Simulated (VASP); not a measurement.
A run of VASP 6.6.1 is set up as follows.

Contents of INCAR:

```
  ALGO = Normal
  EDIFF = 1E-6
  ENCUT = 520
  GGA = PS
  ISIF = 2
  ISMEAR = 0
  LASPH = T
  LCHARG = F
  LREAL = F
  LWAVE = F
  NBANDS = 16
  NELM = 100
  PREC = Accurate
  SIGMA = 0.05
```

Contents of KPOINTS:

```
k-points
0
Gamma
  12 12 6
```

Contents of POSCAR:

```
BN
1.0
    2.6560971858      0.0000000000      0.0000000000
   -1.3280485929      2.3002476378      0.0000000000
    0.0000000000      0.0000000000      4.5650034000
B N
2 2
Direct
    0.6666666667      0.3333333333      0.9997240000
    0.3333333333      0.6666666667      0.4997240000
    0.6666666667      0.3333333333      0.6252760000
    0.3333333333      0.6666666667      0.1252760000
```

Potentials or basis: VASP PAW PBE potentials, release 64 (B, N).

The run is started by

```bash
$ cat potpaw_PBE.64/B/POTCAR potpaw_PBE.64/N/POTCAR > POTCAR
$ mpirun -np 1 vasp_std > vasp.out
```

**Question.** Estimate the pressure.

**Answer.** -47.5 GPa.

**Question.** Estimate the band gap on the k mesh.

**Answer.** 5.04 eV, indirect (least direct gap 6.26 eV).

**Question.** Predict the largest force.

**Answer.** 0.394 eV/Å.

Forces on the atoms (eV/Å):
```
B    0.000  0.000  0.394
B    0.000  0.000  0.394
N    0.000  0.000 -0.394
N    0.000  0.000 -0.394
```

Caveat: the cell differs from its parent crystal (strain +0.040 along x and y, +0.080 along z); the PAW data sets were made with another functional, which shifts forces and pressure a little. A k mesh can miss the band edges.
